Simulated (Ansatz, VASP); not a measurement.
# BaS in VASP and in Ansatz

```
Ba S
1.0
     0.00000    3.19375    3.19375
     3.19375    0.00000    3.19375
     3.19375    3.19375    0.00000
Ba S
1 1
Direct
  0.00000 0.00000 0.00000
  0.50000 0.50000 0.50000
```

Alike in both runs: task single point; functional PBEsol; k mesh 6 × 6 × 6; occupations fermi-dirac, width 0.0272 eV; no spin polarisation.

|  | VASP | Ansatz |
| --- | --- | --- |
| version | VASP 6.6.1 | Ansatz 0.2.0 |
| potentials or method | VASP PAW PBE potentials, release 64 (Ba_sv, S) | PAW with Ansatz's default frozen-core files, scalar-relativistic |
| plane-wave cutoff (eV) | 500 | 420 |
| valence electrons in the cell | 16 | 16 |

|  | VASP | Ansatz | Ansatz less VASP |
| --- | --- | --- | --- |
| gap on the k mesh at the Fermi level (eV) | 1.98 | 2.08 | +0.099 |
| pressure (GPa) | -0.5 | -1.1 | -0.62 |

VASP's potentials were made for PBE, not for PBEsol.

Spin-orbit coupling is off throughout.
